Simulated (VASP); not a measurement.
# Fe (P6_3/mmc) in VASP: notebook, part 2 of 2

VASP 6.6.1. Earlier steps stand in the parts before.

## (3) Single point, PBE, collinear spin, ferromagnetic start

The input, INCAR:

```
  PREC = Accurate
  ENCUT = 520
  EDIFF = 1E-6
  ISMEAR = -1
  SIGMA = 0.05
  LREAL = F
  LASPH = T
  NELM = 150
  ALGO = Normal
  ISIF = 2
  LWAVE = F
  LCHARG = F
  ISPIN = 2
  MAGMOM = 3 3
  LORBIT = 11
  NUPDOWN = 6.0
  LMAXMIX = 4
  GGA = PE
  NBANDS = 19
```

The input, KPOINTS:

```
Automatic mesh
0
Gamma
  10 10 6
```

The input, POSCAR:

```
Fe
1.0
    2.4341575853      0.0000000000      0.0000000000
   -1.2170787927      2.1080423057      0.0000000000
    0.0000000000      0.0000000000      3.8419344700
Fe
2
Direct
    0.6666666667      0.3333333333      0.7500000000
    0.3333333333      0.6666666667      0.2500000000
```

Potentials or basis: VASP PAW PBE potentials, release 64 (Fe).

Command:

```bash
cat potpaw_PBE.64/Fe/POTCAR > POTCAR
mpirun -np 1 vasp_std > vasp.out
```

OUTCAR:

```text
PREC = Accurate
   ENCUT = 520
   EDIFF = 1E-6
   ISMEAR = -1
   LREAL = F
   LASPH = T
   NELM = 150
   ISIF = 2
   ISPIN = 2
   LORBIT = 11
   NUPDOWN = 6.0
   GGA = PE

 ion  position               nearest neighbor table
   1  0.667  0.333  0.750-   2 2.38   2 2.38   2 2.38   2 2.38   2 2.38   2 2.38
   2  0.333  0.667  0.250-   1 2.38   1 2.38   1 2.38   1 2.38   1 2.38   1 2.38

  LATTYP: Found a hexagonal cell.
 ALAT       =     2.4341575853
 C/A-ratio  =     1.5783425417

  Lattice vectors:

 A1 = (   2.4341575853,   0.0000000000,   0.0000000000)
 A2 = (  -1.2170787927,   2.1080423057,   0.0000000000)
 A3 = (   0.0000000000,   0.0000000000,   3.8419344700)

Analysis of symmetry for initial positions (statically):
=====================================================================
 Subroutine PRICEL returns:
 Original cell was already a primitive cell.

 Routine SETGRP: Setting up the symmetry group for a
 hexagonal supercell.

 Subroutine GETGRP returns: Found 24 space group operations
 (whereof 12 operations were pure point group operations)
 out of a pool of 24 trial point group operations.

The static configuration has the point symmetry D_3d.
 The point group associated with its full space group is D_6h.

Analysis of symmetry for dynamics (positions and initial velocities):
=====================================================================
 Subroutine PRICEL returns:
 Original cell was already a primitive cell.

 Routine SETGRP: Setting up the symmetry group for a
 hexagonal supercell.

 Subroutine GETGRP returns: Found 24 space group operations
 (whereof 12 operations were pure point group operations)
 out of a pool of 24 trial point group operations.

The dynamic configuration has the point symmetry D_3d.
 The point group associated with its full space group is D_6h.

Analysis of structural, dynamic, and magnetic symmetry:
=====================================================================
 Subroutine PRICEL returns:
 Original cell was already a primitive cell.

 Routine SETGRP: Setting up the symmetry group for a
 hexagonal supercell.

 Subroutine GETGRP returns: Found 24 space group operations
 (whereof 12 operations were pure point group operations)
 out of a pool of 24 trial point group operations.

The overall configuration has the point symmetry D_3d.
 The point group associated with its full space group is D_6h.

 Subroutine INISYM returns: Found 24 space group operations
 (whereof 12 operations are pure point group operations),
 and found     1 'primitive' translations

----------------------------------------------------------------------------------------

                                     Primitive cell

  volume of cell :      19.7141

  direct lattice vectors                    reciprocal lattice vectors
     2.434157585  0.000000000  0.000000000     0.410819746  0.237186891  0.000000000
    -1.217078793  2.108042306  0.000000000     0.000000000  0.474373781  0.000000000
     0.000000000  0.000000000  3.841934470     0.000000000  0.000000000  0.260285543

  length of vectors
     2.434157585  2.434157585  3.841934470     0.474373781  0.474373781  0.260285543

  position of ions in fractional coordinates (direct lattice)
[... 64 lines left out ...]
   dimension x,y,z NGX =    18 NGY =   18 NGZ =   30
   dimension x,y,z NGXF=    36 NGYF=   36 NGZF=   60
   ions per type =               2
   NGX,Y,Z   is equivalent  to a cutoff of  12.29, 12.29, 12.98 a.u.
   NGXF,Y,Z  is equivalent  to a cutoff of  24.59, 24.59, 25.96 a.u.
 SYSTEM =  unknown system
   PREC   = accura    normal or accurate (medium, high low for compatibility)
   ISTART =      0    job   : 0-new  1-cont  2-samecut
   ICHARG =      2    charge: 1-file 2-atom 10-const
   ISPIN  =      2    spin polarized calculation?
   LNONCOLLINEAR =      F non collinear calculations
   LSORBIT =      F    spin-orbit coupling
   LASPH  =      T    aspherical Exc in radial PAW
   ENCUT  =  520.0 eV  38.22 Ry    6.18 a.u.   4.53  4.53  7.14*2*pi/ulx,y,z
   NELM   =    150;   NELMIN=  2; NELMDL= -5     # of ELM steps
   EDIFF  = 0.1E-05   stopping-criterion for ELM
   LREAL  =      F    real-space projection
   EDIFFG = 0.1E-04   stopping-criterion for IOM
   NSW    =      0    number of steps for IOM
   IBRION =     -1    ionic relax: 0-MD 1-quasi-New 2-CG
   NFREE  =      0    steps in history (QN), initial steepest desc. (CG)
   ISIF   =      2    stress and relaxation
   ISYM   =      2    0-nonsym 1-usesym 2-fastsym
   POTIM  = 0.5000    time-step for ionic-motion
   TEBEG  =    0.0;   TEEND  =   0.0 temperature during run
   PSTRESS=    0.0 pullay stress
   NELECT =      16.0000    total number of electrons
   NUPDOWN=       6.0000    fix difference up-down
   EMIN   =  10.00;   EMAX   =-10.00  energy-range for DOS
   EFERMI =   0.00;   METHOD = LEGACY
   ISMEAR =    -1;   SIGMA  =   0.05  broadening in eV -4-tet -1-fermi 0-gaus
   EFERMI_NEDOS =   21; number of points for ismear=-14 and -15
   IALGO  =     38    algorithm
   IMIX   =      4    mixing-type and parameters
     AMIX     =   0.40;   BMIX     =  1.00
     AMIX_MAG =   1.60;   BMIX_MAG =  1.00
  volume/ion in A,a.u.               =       9.86        66.52
  Fermi-wavevector in a.u.,A,eV,Ry     =   1.527058  2.885721 31.727505  2.331906
  Thomas-Fermi vector in A             =   2.635006
   LORBIT       =     11    0 simple, 1 ext, 2 COOP (PROOUT), +10 PAW based schemes
   GGA     = PE    functional components
   LHFCALC =     F    Hartree Fock is set to
   AEXX    =    0.0000 exact exchange contribution
   IVDW    =     0    specifies the selected vdW correction
   LEPSILON=     F    determine dielectric tensor
   LRPA    =     F    only Hartree local field effects (RPA)
 spin polarized calculation
  energy-cutoff  :      520.00
  volume of cell :       19.71
 maximum number of plane-waves:       546
   NGX =  9   NGY =  9   NGZ = 15

 number of electron      16.0000008 magnetization       6.0000005

 Free energy of the ion-electron system (eV)
  ---------------------------------------------------
  ext. energy  EPLUGINS =         0.00000000
  ---------------------------------------------------
  free energy    TOTEN  =       -14.71244065 eV

  energy without entropy =      -14.69522517  energy(sigma->0) =      -14.70383291

 E-fermi :   7.2947     XC(G=0): -13.8991

 val. band max:        9.3357775306   @ k =   0.2000   0.1000   0.3333
 cond. band min:       7.3221802672   @ k =   0.1000  -0.0000   0.5000
 fundamental gap:     -2.0135972634
 Fermi energy:         9.3569520712

 spin component 1

 k-point     1 :       0.0000    0.0000    0.0000
  band No.  band energies     occupation
      1      -2.1207      1.00000
      2       1.5924      1.00000
      3       4.6703      1.00000
      4       4.6703      1.00000
      5       4.9521      1.00000
      6       5.1434      1.00000
[... 517 lines left out ...]
     18      27.9902      0.00000
     19      33.2508      0.00000

 [... further k-points ...]

 spin component 2

 k-point     1 :       0.0000    0.0000    0.0000
  band No.  band energies     occupation
      1      -1.3908      1.00000
      2       3.3690      1.00000
      3       7.4510      0.04208
      4       7.4510      0.04208
      5       7.6247      0.00136
      6       8.0203      0.00000
[... 517 lines left out ...]
     18      28.9878      0.00000
     19      34.1793      0.00000

 [... further k-points ...]
[... 5 lines left out ...]
  --------------------------------------------------------------------------------------
  -------------------------------------------------------------------------------------
  Total        9.0793884      9.0793884     11.0233267     -0.0000000      0.0000000      0.0000000
  in kB      737.8859021    737.8859021    895.8706253     -0.0000000      0.0000000      0.0000000
  external PRESSURE =     790.5474765 kB  Pullay stress =       0.0000000 kB

 VOLUME and BASIS-vectors are now :
 -----------------------------------------------------------------------------
  energy-cutoff  :      520.00
  volume of cell :       19.71
      direct lattice vectors                 reciprocal lattice vectors
     2.434157585  0.000000000  0.000000000     0.410819746  0.237186891  0.000000000
    -1.217078793  2.108042306  0.000000000     0.000000000  0.474373781  0.000000000
     0.000000000  0.000000000  3.841934470     0.000000000  0.000000000  0.260285543

 POSITION                                       TOTAL-FORCE (eV/Angst)
 -----------------------------------------------------------------------------------
      1.21708      0.70268      2.88145         0.000000     -0.000000      0.000000
     -0.00000      1.40536      0.96048        -0.000000      0.000000      0.000000
 -----------------------------------------------------------------------------------
    total drift:                                0.000000     -0.000000     -0.000000

  FREE ENERGIE OF THE ION-ELECTRON SYSTEM (eV)
  ---------------------------------------------------
  free  energy   TOTEN  =       -14.7124406459 eV

  energy  without entropy=      -14.6952251722  energy(sigma->0) =      -14.70383291

 total charge

# of ion       s       p       d       tot
------------------------------------------
    1        0.586   0.701   6.330   7.617
    2        0.586   0.701   6.330   7.617
--------------------------------------------------
tot          1.171   1.402  12.661  15.234

 magnetization (x)

# of ion       s       p       d       tot
------------------------------------------
    1        0.007   0.067   2.863   2.938
    2        0.007   0.067   2.863   2.938
--------------------------------------------------
tot          0.014   0.134   5.726   5.875
```

Wall time 17 s (1 thread of Intel Xeon 6975P-C (Granite Rapids), shared host); peak memory 0.15 GiB.

Results:

```yaml
Free_energy: -14.7124 eV
Pressure: 79.1 GPa
Net_moment: 6.00 μB per cell
Site_moments: Fe +2.94 μB
Valence_electrons_inside_the_program's_atomic_spheres: Fe 7.62
```

Caveat: the total moment is fixed, so each spin has its own Fermi level.

## (4) Single point, PBE, collinear spin, ferromagnetic start

The input, INCAR:

```
  ALGO = Normal
  EDIFF = 1E-6
  ENCUT = 520
  GGA = PE
  ISIF = 2
  ISMEAR = -1
  ISPIN = 2
  LASPH = T
  LCHARG = F
  LMAXMIX = 4
  LORBIT = 11
  LREAL = F
  LWAVE = F
  MAGMOM = 3.75 3.75
  NBANDS = 19
  NELM = 150
  NUPDOWN = 7.5
  PREC = Accurate
  SIGMA = 0.05
```

The input, KPOINTS:

```
k-points
0
Gamma
  10 10 6
```

POSCAR is that of step 3.

Potentials or basis: VASP PAW PBE potentials, release 64 (Fe).

Command:

```bash
cat potpaw_PBE.64/Fe/POTCAR > POTCAR
mpirun -np 1 vasp_std > vasp.out
```

OUTCAR:

```text
EDIFF = 1E-6
   ENCUT = 520
   GGA = PE
   ISIF = 2
   ISMEAR = -1
   ISPIN = 2
   LASPH = T
   LORBIT = 11
   LREAL = F
   NELM = 150
   NUPDOWN = 7.5
   PREC = Accurate

 ion  position               nearest neighbor table
   1  0.667  0.333  0.750-   2 2.38   2 2.38   2 2.38   2 2.38   2 2.38   2 2.38
   2  0.333  0.667  0.250-   1 2.38   1 2.38   1 2.38   1 2.38   1 2.38   1 2.38

  LATTYP: Found a hexagonal cell.
 ALAT       =     2.4341575853
 C/A-ratio  =     1.5783425417

  Lattice vectors:

 A1 = (   2.4341575853,   0.0000000000,   0.0000000000)
 A2 = (  -1.2170787927,   2.1080423057,   0.0000000000)
 A3 = (   0.0000000000,   0.0000000000,   3.8419344700)

Analysis of symmetry for initial positions (statically):
=====================================================================
 Subroutine PRICEL returns:
 Original cell was already a primitive cell.

 Routine SETGRP: Setting up the symmetry group for a
 hexagonal supercell.

 Subroutine GETGRP returns: Found 24 space group operations
[... 719 lines left out ...]

 spin component 2

 k-point     1 :       0.0000    0.0000    0.0000
  band No.  band energies     occupation
      1      -1.0409      1.00000
      2       3.6136      1.00000
      3       7.6357      0.00002
      4       7.6357      0.00002
      5       7.7719      0.00000
      6       8.1953      0.00000
[... 517 lines left out ...]
     18      29.3014      0.00000
     19      34.5179      0.00000

 [... further k-points ...]
[... 5 lines left out ...]
  --------------------------------------------------------------------------------------
  -------------------------------------------------------------------------------------
  Total       14.7986791     14.7986791     16.0403391     -0.0000000     -0.0000000      0.0000000
  in kB     1202.6951775   1202.6951776   1303.6054325     -0.0000000     -0.0000000      0.0000000
  external PRESSURE =    1236.3319292 kB  Pullay stress =       0.0000000 kB

 VOLUME and BASIS-vectors are now :
 -----------------------------------------------------------------------------
  energy-cutoff  :      520.00
  volume of cell :       19.71
      direct lattice vectors                 reciprocal lattice vectors
     2.434157585  0.000000000  0.000000000     0.410819746  0.237186891  0.000000000
    -1.217078793  2.108042306  0.000000000     0.000000000  0.474373781  0.000000000
     0.000000000  0.000000000  3.841934470     0.000000000  0.000000000  0.260285543

 POSITION                                       TOTAL-FORCE (eV/Angst)
 -----------------------------------------------------------------------------------
      1.21708      0.70268      2.88145         0.000000     -0.000000      0.000000
     -0.00000      1.40536      0.96048        -0.000000      0.000000     -0.000000
 -----------------------------------------------------------------------------------
    total drift:                                0.000000     -0.000000     -0.000000

  FREE ENERGIE OF THE ION-ELECTRON SYSTEM (eV)
  ---------------------------------------------------
  free  energy   TOTEN  =       -11.8838686726 eV

  energy  without entropy=      -11.8686335258  energy(sigma->0) =      -11.87625110

 total charge

# of ion       s       p       d       tot
------------------------------------------
    1        0.613   0.817   6.178   7.608
    2        0.613   0.817   6.178   7.608
--------------------------------------------------
tot          1.226   1.634  12.356  15.216

 magnetization (x)

# of ion       s       p       d       tot
------------------------------------------
    1        0.047   0.259   3.344   3.651
    2        0.047   0.259   3.344   3.651
--------------------------------------------------
tot          0.095   0.519   6.688   7.301
```

OSZICAR:

```text
N       E                     dE             d eps       ncg     rms          rms(c)
DAV:   1     0.879389192172E+02    0.87939E+02   -0.73137E+03  4488   0.113E+03
DAV:   2    -0.953847821758E+01   -0.97477E+02   -0.91808E+02  4298   0.215E+02
DAV:   3    -0.132969878283E+02   -0.37585E+01   -0.37114E+01  4752   0.531E+01
DAV:   4    -0.133259079148E+02   -0.28920E-01   -0.28912E-01  4693   0.438E+00
DAV:   5    -0.133262045064E+02   -0.29659E-03   -0.29658E-03  4850   0.409E-01    0.262E+01
DAV:   6    -0.120604520857E+02    0.12658E+01   -0.39031E+00  4663   0.405E+01    0.128E+01
DAV:   7    -0.119255703158E+02    0.13488E+00   -0.17974E-01  4702   0.307E+00    0.618E+00
DAV:   8    -0.118914649982E+02    0.34105E-01   -0.18910E-02  4966   0.140E+00    0.191E+00
DAV:   9    -0.118838089729E+02    0.76560E-02   -0.10038E-03  5121   0.374E-01    0.107E-01
DAV:  10    -0.118838722416E+02   -0.63269E-04   -0.19110E-04  5730   0.147E-01    0.343E-02
DAV:  11    -0.118838681333E+02    0.41083E-05   -0.10368E-05  4779   0.384E-02    0.249E-02
DAV:  12    -0.118838686726E+02   -0.53928E-06   -0.53950E-06  5894   0.217E-02
   1 F= -.11883869E+02 E0= -.11876251E+02  d E =-.152351E-01  mag=     7.5000
```

stdout:

```text
POSCAR found type information on POSCAR Fe
 POSCAR found :  1 types and       2 ions
 scaLAPACK will be used
 LDA part: xc-table for (Slater+PW92), standard interpolation
 POSCAR, INCAR and KPOINTS ok, starting setup
 FFT: planning ... GRIDC
 FFT: planning ... GRID_SOFT
 FFT: planning ... GRID
 WAVECAR not read
 entering main loop
```

Wall time 16 s (1 thread of Intel Xeon 6975P-C (Granite Rapids), shared host); peak memory 0.15 GiB.

What came out:

```yaml
Free_energy: -11.8839 eV
Pressure: 123.6 GPa
Net_moment: 7.50 μB per cell
Site_moments: Fe +3.65 μB
Valence_electrons_inside_the_program's_atomic_spheres: Fe 7.61
```

Caveat: the total moment is fixed, so each spin has its own Fermi level.

## (5) Single point, PBE, collinear spin, ferromagnetic start

The input, INCAR:

```
  PREC = Accurate
  ENCUT = 520
  EDIFF = 1E-6
  ISMEAR = -1
  SIGMA = 0.05
  LREAL = False
  LASPH = True
  NELM = 150
  ALGO = Normal
  ISIF = 2
  LWAVE = False
  LCHARG = False
  ISPIN = 2
  MAGMOM = 4.5 4.5
  LORBIT = 11
  NUPDOWN = 9.0
  LMAXMIX = 4
  GGA = PE
  NBANDS = 19
```

The input, KPOINTS:

```
Automatic mesh
0
Gamma
  10 10 6
```

POSCAR is that of step 4.

Command:

```bash
cat potpaw_PBE.64/Fe/POTCAR > POTCAR
mpirun -np 1 vasp_std > vasp.out
```

Run time: 16 s. Hardware: 1 thread of Intel Xeon 6975P-C (Granite Rapids), shared host; peak memory 0.15 GiB.

Results (log left out):

| Quantity | Value |
| --- | --- |
| Free energy | -5.6319 eV |
| Pressure | 192.4 GPa |
| Net moment | 9.00 μB per cell |
| Site moments | Fe +4.37 μB |
| Valence electrons inside the program's atomic spheres | Fe 7.61 |

Stress tensor (GPa, compression positive):
```
189.13   0.00   0.00
  0.00 189.13   0.00
  0.00   0.00 198.87
```

Caveat: the total moment is fixed, so each spin has its own Fermi level.

## (6) Overview

| fixed moment (μB) | pressure (GPa) | moment (μB) |
| --- | --- | --- |
| 4.5 | 50.6 | 4.50 |
| 6.0 | 79.1 | 6.00 |
| 7.5 | 123.6 | 7.50 |
| 9.0 | 192.4 | 9.00 |

Alike in all rows: task single point; level PBE; potentials or basis VASP PAW PBE potentials, release 64 (Fe); spin collinear, ferromagnetic start; cell as given; k mesh 10 × 10 × 6; cutoff (eV) 520; smearing fermi-dirac 0.05 eV.

Caveats: the total moment is fixed, so each spin has its own Fermi level.

Total energies depend on the potentials used, so only differences within one code and one set of settings carry meaning.
